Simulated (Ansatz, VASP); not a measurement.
**Re in VASP and in Ansatz**

File INCAR:

```
PREC     = Accurate       # precision mode
ENCUT    = 520            # plane-wave cutoff, eV
EDIFF    = 1E-7           # SCF threshold, eV
ISMEAR   = -1             # smearing method
SIGMA    = 0.03           # smearing width, eV
LREAL    = False          # projectors in reciprocal space
LASPH    = True           # aspherical terms in the spheres
NELM     = 100            # most SCF steps
ALGO     = Normal         # electronic algorithm
ISIF     = 2              # what is computed and relaxed
LWAVE    = False          # write WAVECAR
LCHARG   = False          # write CHGCAR
GGA      = CA             # functional
NBANDS   = 10             # bands
```

The input KPOINTS:

```
regular mesh
0
Gamma
  14 14 14
```

File POSCAR:

```
Re
1.0
    0.0000000000      1.9346825647      1.9346825647
    1.9346825647      0.0000000000      1.9346825647
    1.9346825647      1.9346825647      0.0000000000
Re
1
Direct
    0.0000000000      0.0000000000      0.0000000000
```

Input for Ansatz:

```yaml
crystal:
  lattice:
    - [0.0, 1.9346825647, 1.9346825647]
    - [1.9346825647, 0.0, 1.9346825647]
    - [1.9346825647, 1.9346825647, 0.0]
  atoms:
    - { symbol: Re, position: [0.0, 0.0, 0.0] }
kpoints:
  mp_grid: { grid: [14, 14, 14] }
  band_path:
    path:
      - [0.0, 0.0, 0.0]
      - [0.5, 0.0, 0.5]
      - [0.625, 0.25, 0.625]
      - [0.375, 0.375, 0.75]
      - [0.0, 0.0, 0.0]
      - [0.5, 0.5, 0.5]
      - [0.5, 0.25, 0.75]
      - [0.5, 0.0, 0.5]
    npoints: 5
scf:
  occupations: { method: fermi_dirac, width: 0.03 }
hamiltonian:
  xc: lda
  pseudopotentials: { kind: all_electron, lapw: { basis_error: 0.001 } }
output:
  forces: true
  stress: true
  eigenvalues: true
```

Change from the starting cell: volume scaled by 0.94.

Alike in both runs: task single point; functional LDA; k mesh 14 × 14 × 14; occupations fermi-dirac, width 0.03 eV; no spin polarisation.

|  | VASP | Ansatz |
| --- | --- | --- |
| version | VASP 6.6.1 | Ansatz 0.2.0 |
| potentials or method | VASP PAW LDA potentials, release 64 (Re), cutoff 520 eV | all-electron LAPW, scalar-relativistic |

```csv
,VASP,Ansatz,Ansatz less VASP
pressure (GPa),-1.7,-3.1,-1.33
```

LDA's correlation is that of Perdew and Zunger in VASP and of Perdew and Wang (1992) in Ansatz. Ansatz ran all-electron here, and VASP with PAW potentials.

Neither program's run includes spin-orbit coupling.
